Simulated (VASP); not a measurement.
# AlN (P6_3mc) in VASP: vibrations by perturbation theory with PBE

Aim: the vibrations by perturbation theory of AlN with PBE.

All numbers are computed with VASP 6.6.1; they aren't measurements. Logs are shortened: lines on timing, memory, paths and dates and some standing lists are left out, and cuts for length are marked.

## Step 1: The cell of the first run

It takes space group P6_3mc (No. 186, hexagonal). The conventional cell has a = 3.130 Å, b = 3.130 Å, c = 5.018 Å, α = 90.00°, β = 90.00°, γ = 120.00°. Al (site symmetry 3m) has 4 N at 1.90 to 1.91 Å within 2.5 Å. Within 2.5 Å of N (site symmetry 3m) lie 4 Al at 1.90 to 1.91 Å.

## Step 2: Vibrations by perturbation theory, PBE

The input, INCAR:

```
SYSTEM = AlN
PREC = Accurate ; ENCUT = 520
EDIFF = 1E-8 ; ISMEAR = 0
SIGMA = 0.01 ; LREAL = .False.
LASPH = .True. ; NELM = 60
ALGO = Normal ; ISIF = 2
LWAVE = .False. ; LCHARG = .False.
GGA = PE ; NBANDS = 16
IBRION = 8 ; NSW = 1
```

The input, KPOINTS:

```
regular mesh
0
Gamma
  8 8 4
  0 0 0
```

The input, POSCAR:

```
AlN
1.0
    3.1302701034      0.0000000000      0.0000000000
   -1.5651350517      2.7108934303      0.0000000000
    0.0000000000      0.0000000000      5.0179591233
Al N
2 2
Direct
    0.3333333333      0.6666666667      0.0002275870
    0.6666666667      0.3333333333      0.5002275870
    0.3333333333      0.6666666667      0.3817724130
    0.6666666667      0.3333333333      0.8817724130
```

Potentials or basis: VASP PAW PBE potentials, release 64 (Al, N).

Launch:

```
$ cat potpaw_PBE.64/Al/POTCAR potpaw_PBE.64/N/POTCAR > POTCAR
$ mpirun -np 1 vasp_std > vasp.out
```

OUTCAR:

```text
SYSTEM = AlN
   PREC = Accurate
   ENCUT = 520
   EDIFF = 1E-8
   ISMEAR = 0
   LREAL = .False.
   LASPH = .True.
   NELM = 60
   ISIF = 2
   GGA = PE
   IBRION = 8
   NSW = 1

 ion  position               nearest neighbor table
   1  0.333  0.667  0.000-   4 1.90   4 1.90   4 1.90   3 1.91   2 3.09   2 3.09   2 3.09   2 3.09
                             2 3.09   2 3.09
   2  0.667  0.333  0.500-   3 1.90   3 1.90   3 1.90   4 1.91   1 3.09   1 3.09   1 3.09   1 3.09
                             1 3.09   1 3.09
   3  0.333  0.667  0.382-   2 1.90   2 1.90   2 1.90   1 1.91
   4  0.667  0.333  0.882-   1 1.90   1 1.90   1 1.90   2 1.91

  LATTYP: Found a hexagonal cell.
 ALAT       =     3.1302701034
 C/A-ratio  =     1.6030434939

  Lattice vectors:

 A1 = (   3.1302701034,   0.0000000000,   0.0000000000)
 A2 = (  -1.5651350517,   2.7108934303,   0.0000000000)
 A3 = (   0.0000000000,   0.0000000000,   5.0179591233)

Analysis of symmetry for initial positions (statically):
=====================================================================
 Subroutine PRICEL returns:
 Original cell was already a primitive cell.

 Routine SETGRP: Setting up the symmetry group for a
 hexagonal supercell.

 Subroutine GETGRP returns: Found 12 space group operations
 (whereof  6 operations were pure point group operations)
 out of a pool of 24 trial point group operations.

The static configuration has the point symmetry C_3v.
 The point group associated with its full space group is C_6v.

Analysis of symmetry for dynamics (positions and initial velocities):
=====================================================================
 Subroutine PRICEL returns:
 Original cell was already a primitive cell.

 Routine SETGRP: Setting up the symmetry group for a
 hexagonal supercell.

 Subroutine GETGRP returns: Found 12 space group operations
 (whereof  6 operations were pure point group operations)
 out of a pool of 24 trial point group operations.

The dynamic configuration has the point symmetry C_3v.
 The point group associated with its full space group is C_6v.

 Subroutine INISYM returns: Found 12 space group operations
 (whereof  6 operations are pure point group operations),
 and found     1 'primitive' translations

----------------------------------------------------------------------------------------

                                     Primitive cell

  volume of cell :      42.5815

  direct lattice vectors                    reciprocal lattice vectors
     3.130270103  0.000000000  0.000000000     0.319461250  0.184441039  0.000000000
    -1.565135052  2.710893430  0.000000000     0.000000000  0.368882077  0.000000000
     0.000000000  0.000000000  5.017959123     0.000000000  0.000000000  0.199284206

  length of vectors
     3.130270103  3.130270103  5.017959123     0.368882077  0.368882077  0.199284206

  position of ions in fractional coordinates (direct lattice)
     0.333333333  0.666666667  0.000227587
     0.666666667  0.333333333  0.500227587
     0.333333333  0.666666667  0.381772413
     0.666666667  0.333333333  0.881772413

  ion indices of the primitive-cell ions
   primitive index   ion index
                 1           1
                 2           2
                 3           3
                 4           4

[... 119 lines left out ...]

  energy without entropy =      -29.78043981  energy(sigma->0) =      -29.78043981

 E-fermi :   6.0162     XC(G=0): -10.8269

 val. band max:        5.9645050599   @ k =   0.0000   0.0000   0.0000
 cond. band min:      10.0071940762   @ k =   0.0000   0.0000   0.0000
 fundamental gap:      4.0426890164
 Fermi energy:         6.0161565433

 k-point     1 :       0.0000    0.0000    0.0000
  band No.  band energies     occupation
      1      -9.1031      2.00000
      2      -7.0203      2.00000
      3       0.0589      2.00000
      4       5.1189      2.00000
      5       5.1189      2.00000
      6       5.7615      2.00000
[... 433 lines left out ...]
      3       0.9387      2.00000
      4       0.9387      2.00000
      5       4.4919      2.00000
      6       4.4919      2.00000
[... 8 lines left out ...]
     15      19.0344      0.00000
     16      19.0344      0.00000

 [... further k-points ...]
[... 5 lines left out ...]
  --------------------------------------------------------------------------------------
  -------------------------------------------------------------------------------------
  Total       -0.0783408     -0.0783408     -0.0617440      0.0000000      0.0000000      0.0000000
  in kB       -2.9476588     -2.9476588     -2.3231850      0.0000000      0.0000000      0.0000000
  external PRESSURE =      -2.7395008 kB  Pullay stress =       0.0000000 kB

 VOLUME and BASIS-vectors are now :
 -----------------------------------------------------------------------------
  energy-cutoff  :      520.00
  volume of cell :       42.58
      direct lattice vectors                 reciprocal lattice vectors
     3.130270103  0.000000000  0.000000000     0.319461250  0.184441039  0.000000000
    -1.565135052  2.710893430  0.000000000     0.000000000  0.368882077  0.000000000
     0.000000000  0.000000000  5.017959123     0.000000000  0.000000000  0.199284206

 POSITION                                       TOTAL-FORCE (eV/Angst)
 -----------------------------------------------------------------------------------
     -0.00000      1.80726      0.00114         0.000000      0.000000      0.000666
      1.56514      0.90363      2.51012        -0.000000      0.000000      0.000666
     -0.00000      1.80726      1.91572         0.000000      0.000000     -0.000666
      1.56514      0.90363      4.42470        -0.000000     -0.000000     -0.000666
 -----------------------------------------------------------------------------------
    total drift:                               -0.000000      0.000000      0.000623

  FREE ENERGIE OF THE ION-ELECTRON SYSTEM (eV)
  ---------------------------------------------------
  free  energy   TOTEN  =       -29.7804398074 eV

  energy  without entropy=      -29.7804398074  energy(sigma->0) =      -29.78043981

[... ionic steps 2 to 9 ...]

--------------------------------------- Ionic step       10  -------------------------------------------

------------------------ aborting loop because EDIFF is reached ----------------------------------------

[... ionic steps 11 to 11 ...]

--------------------------------------- Ionic step       12  -------------------------------------------

 Free energy of the ion-electron system (eV)
  ---------------------------------------------------
  ---------------------------------------------------
  free energy    TOTEN  =        -0.25351496 eV

  energy without entropy =       -0.25351496

------------------------ aborting loop because EDIFF is reached ----------------------------------------

 INTERNAL STRAIN TENSOR  FOR ION    3  DIRECTION 3   (eV/Angst):
 -----------------------------------------------------------------------------
     5.02846  0.00000 -0.00000
     0.00000  5.02846 -0.00000
    -0.00000 -0.00000-11.13040

 INTERNAL STRAIN TENSOR FOR ION    4 for displacements in x,y,z  (eV/Angst):
          X           Y           Z          XY          YZ          ZX
  --------------------------------------------------------------------------------
  x     0.00000     0.00000     0.00000     9.76341     0.00000     4.81277
  y     9.76341    -9.76341    -0.00000     0.00000     4.85444     0.00000
  z     5.02846     5.02846   -11.13040     0.00000    -0.00000     0.00000

 SECOND DERIVATIVES (NOT SYMMETRIZED)
 ------------------------------------
               1X          1Y          1Z          2X          2Y          2Z          3X          3Y          3Z          4X          4Y          4Z
  1X   -14.912470    0.000000   -0.000000    0.643134   -0.000000    0.000000    1.489153    0.000000   -0.000000   12.780183   -0.000000    0.000000
  1Y     0.000000  -14.912470    0.000000    0.000000    0.643134    0.000000   -0.000000    1.489153   -0.000000    0.000000   12.780183    0.000000
  1Z     0.000000    0.000000  -20.207843    0.000000    0.000000    8.226746    0.000000    0.000000    5.918893    0.000000    0.000000    6.062204
  2X     0.643134   -0.000000    0.000000  -14.912470    0.000000    0.000000   12.780183    0.000000   -0.000000    1.489153    0.000000    0.000000
  2Y     0.000000    0.643134   -0.000000    0.000000  -14.912470    0.000000    0.000000   12.780183    0.000000   -0.000000    1.489153    0.000000
  2Z     0.000000    0.000000    8.226746    0.000000    0.000000  -20.207843    0.000000    0.000000    6.062204   -0.000000    0.000000    5.918893
  3X     1.489589    0.000000   -0.000000   12.780872    0.000000    0.000000  -14.972052   -0.000000    0.000000    0.701592    0.000000   -0.000000
  3Y     0.000000    1.489589    0.000000   -0.000000   12.780872    0.000000   -0.000000  -14.972052    0.000000    0.000000    0.701592    0.000000
  3Z     0.000000   -0.000000    5.880538    0.000000   -0.000000    6.094055    0.000000    0.000000  -18.866007    0.000000   -0.000000    6.891414
  4X    12.780872    0.000000   -0.000000    1.489589    0.000000    0.000000    0.701592    0.000000    0.000000  -14.972052    0.000000    0.000000
  4Y    -0.000000   12.780872   -0.000000    0.000000    1.489589   -0.000000   -0.000000    0.701592    0.000000   -0.000000  -14.972052   -0.000000
  4Z     0.000000    0.000000    6.094055    0.000000    0.000000    5.880538    0.000000    0.000000    6.891414   -0.000000    0.000000  -18.866007

 Eigenvectors and eigenvalues of the dynamical matrix
 ----------------------------------------------------

   1 f  =   21.204842 THz   133.233952 2PiTHz  707.317394 cm-1    87.696141 meV
             X         Y         Z           dx          dy          dz
     -0.000000  1.807262  0.001142    -0.000000    0.000000   -0.008258
      1.565135  0.903631  2.510122    -0.000000    0.000000    0.008258
     -0.000000  1.807262  1.915718     0.000000   -0.000000   -0.707059
      1.565135  0.903631  4.424698     0.000000   -0.000000    0.707059
[... 71 lines left out ...]
  12 f/i=    0.002295 THz     0.014420 2PiTHz    0.076551 cm-1     0.009491 meV
             X         Y         Z           dx          dy          dz
     -0.000000  1.807262  0.001142    -0.000000   -0.000000    0.573690
      1.565135  0.903631  2.510122    -0.000000   -0.000000    0.573690
     -0.000000  1.807262  1.915718    -0.000000   -0.000000    0.413376
      1.565135  0.903631  4.424698    -0.000000   -0.000000    0.413376

--------------------------------------------------------------------------------------------------------

 ELASTIC MODULI CONTR FROM IONIC RELAXATION (kBar)
 Direction    XX          YY          ZZ          XY          YZ          ZX
 --------------------------------------------------------------------------------
 XX        -621.4618    303.2441    352.2599      0.0000     -0.0000      0.0000
 YY         303.2441   -621.4618    352.2599     -0.0000      0.0000      0.0000
 ZZ         352.2599    352.2599   -779.8878     -0.0000     -0.0000     -0.0000
 XY           0.0000     -0.0000     -0.0000   -462.3530     -0.0000     -0.0000
 YZ          -0.0000      0.0000     -0.0000     -0.0000   -112.4761     -0.0000
 ZX           0.0000      0.0000     -0.0000      0.0000     -0.0000   -119.7556
 --------------------------------------------------------------------------------
```

It took 1.7 min on 1 thread of Intel Xeon 6975P-C (Granite Rapids), shared host; peak memory 0.33 GiB.

What came out:

```
Highest phonon frequency at Γ, LO-TO splitting left out : 707 cm⁻¹
```

Phonon frequencies in cm⁻¹ (negative: imaginary):
```
              q point                                frequencies
(0.000, 0.000, 0.000)  0 0 0 237 237 535 594 636 636 649 649 707
```
